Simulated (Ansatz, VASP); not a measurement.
# PPt: VASP beside Ansatz

File POSCAR:

```
PPt
1.0
    0.0000000000      2.6792916054      2.6792916054
    2.6792916054      0.0000000000      2.6792916054
    2.6792916054      2.6792916054      0.0000000000
Pt P
1 1
Direct
    0.0000000000      0.0000000000      0.0000000000
    0.2500000000      0.2500000000      0.2500000000
```

File INCAR.step1:

```
SYSTEM = PPt
PREC = Accurate ; ENCUT = 520
ISMEAR = 0 ; SIGMA = 0.05
LREAL = .False. ; LASPH = .True.
NELM = 100 ; NBANDS = 14
GGA = PE ; ALGO = Normal
EDIFF = 1E-4 ; LWAVE = .True.
LCHARG = .False.
```

File INCAR.step2:

```
SYSTEM = PPt
PREC = Accurate ; ENCUT = 520
EDIFF = 1E-6 ; ISMEAR = 0
SIGMA = 0.05 ; LREAL = .False.
LASPH = .True. ; NELM = 100
ALGO = Normal ; ISIF = 2
LWAVE = .False. ; LCHARG = .True.
METAGGA = R2SCAN ; LMIXTAU = .True.
LELF = .True. ; LVHAR = .True.
NBANDS = 14 ; ISTART = 1
```

KPOINTS

```
Automatic mesh
0
Gamma
  12 12 12
  0 0 0
```

Input for Ansatz:

```yaml
crystal:
  lattice:
    - [0.0, 2.6792916054, 2.6792916054]
    - [2.6792916054, 0.0, 2.6792916054]
    - [2.6792916054, 2.6792916054, 0.0]
  atoms:
    - { symbol: Pt, position: [0.0, 0.0, 0.0] }
    - { symbol: P, position: [0.25, 0.25, 0.25] }
basis:
  ecutwfc: 500
  ecutrho_ratio: 4
kpoints:
  mp_grid: { grid: [12, 12, 12] }
hamiltonian:
  xc: r2scan
scf:
  occupations: { method: gaussian, width: 0.05 }
output:
  forces: true
  stress: true
  eigenvalues: true
```

Alike in both runs: task single point; functional r2SCAN; k mesh 12 × 12 × 12; occupations gaussian, width 0.05 eV; no spin polarisation.

|  | VASP | Ansatz |
| --- | --- | --- |
| version | VASP 6.6.1 | Ansatz 0.2.0 |
| potentials or method | VASP PAW PBE potentials, release 64 (Pt, P), cutoff 520 eV | scalar-relativistic, plane waves, PAW |
| valence electrons in the cell | 15 | 23 |

|  | VASP | Ansatz | Ansatz less VASP |
| --- | --- | --- | --- |
| gap on the k mesh at the Fermi level (eV) | none | none | - |
| pressure (GPa) | -2.9 | -2.8 | +0.10 |

VASP's potentials were made for PBE, not for r2SCAN. A gap of «none» marks a metal or a gap that the smearing closes. VASP's potentials hold 15 valence electrons a cell and Ansatz's 23, so a difference there can come from the potentials and not from the codes.

Neither program's run includes spin-orbit coupling.
